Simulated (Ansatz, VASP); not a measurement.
# Two plane-wave programs on Ti

```xyz
1
Lattice="0.0000 2.2991 1.4466 2.2991 0.0000 1.4466 2.2991 2.2991 0.0000" Properties=species:S:1:pos:R:3 pbc="T T T"
Ti    0.0000    0.0000    0.0000
```

Alike in both runs: task single point; functional PBE; k mesh 20 × 20 × 20; occupations gaussian, width 0.15 eV; no spin polarisation.

|  | VASP | Ansatz |
| --- | --- | --- |
| version | VASP 6.6.1 | Ansatz 0.2.0 |
| potentials or method | VASP PAW PBE potentials, release 64 (Ti_sv), cutoff 520 eV | scalar-relativistic, plane waves, PAW |
| valence electrons in the cell | 12 | 12 |

|  | VASP | Ansatz | Ansatz less VASP |
| --- | --- | --- | --- |
| gap on the k mesh at the Fermi level (eV) | none | none | - |
| pressure (GPa) | 15.2 | 15.8 | +0.53 |
| traceless stress, the component that is largest in VASP (GPa) | -1.32 | -1.26 | +0.059 |

A gap of «none» marks a metal or a gap that the smearing closes. The functional is the same, so the differences come from potentials, cutoffs and numerics.
